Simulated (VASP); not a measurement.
The system is Al2O3.

```
CELL_PARAMETERS angstrom
2.28084 1.31684 4.13592
-2.28084 1.31684 4.13592
0.00000 -2.63369 4.13592
ATOMIC_POSITIONS crystal
Al 0.85500 0.85500 0.85500
Al 0.35500 0.35500 0.35500
Al 0.14500 0.14500 0.14500
Al 0.64500 0.64500 0.64500
O 0.44500 0.05500 0.75000
O 0.05500 0.75000 0.44500
O 0.55500 0.94500 0.25000
O 0.25000 0.55500 0.94500
O 0.94500 0.25000 0.55500
O 0.75000 0.44500 0.05500
```

- Program: VASP 6.6.1
- Task: relaxation of cell and atoms
- Functional: PBEsol
- Potentials or basis: VASP PAW PBE potentials, release 64 (Al, O)
- Cutoff: 600 eV
- k mesh: 6 × 6 × 6
- Occupations: fermi-dirac, width 0.03 eV
- Spin: no spin polarisation

At the start: pressure 45.1 GPa; volume 7.45 Å³/atom.

Task: Where does the relaxation end?

Result: Over 10 steps the energy falls by 144.6 meV/atom and the volume is 8.56 Å³/atom (+14.9 %); space group R-3c (No. 167, to 0.1 Å) before and after.

Step by step:
```
step  energy change (eV)  largest force (eV/Å)  pressure (GPa)  volume (Å³)
   1              0.0000                0.9202           45.11        74.53
   2             -0.0743                0.1876          -27.24        99.53
   3             -1.4357                0.1440           -0.96        85.96
   4             -1.4365                0.1550           -0.23        85.69
   5             -1.4363                0.1648            0.44        85.46
   6             -1.4438                0.0994            0.46        85.46
   7             -1.4456                0.0455            0.48        85.47
   8             -1.4460                0.0132           -0.50        85.80
   9             -1.4462                0.0095           -0.13        85.67
  10             -1.4463                0.0038            0.04        85.61
```

Final structure:
```
Al O
1.0
     2.38710    1.37819    4.33694
    -2.38710    1.37819    4.33694
     0.00000   -2.75639    4.33694
Al O
4 6
Cartesian
  0.0000 0.0000 11.0861
  0.0000 0.0000 4.5807
  0.0000 0.0000 1.9247
  0.0000 0.0000 8.4301
  0.9271 -1.3782 5.4212
  -1.6571 -0.1138 5.4212
  -0.9271 1.3782 7.5896
  -0.7300 -1.4920 7.5896
  1.6571 0.1138 7.5896
  0.7300 1.4920 5.4212
```

Caveat: the PAW data sets were made with another functional, which shifts forces and pressure a little.
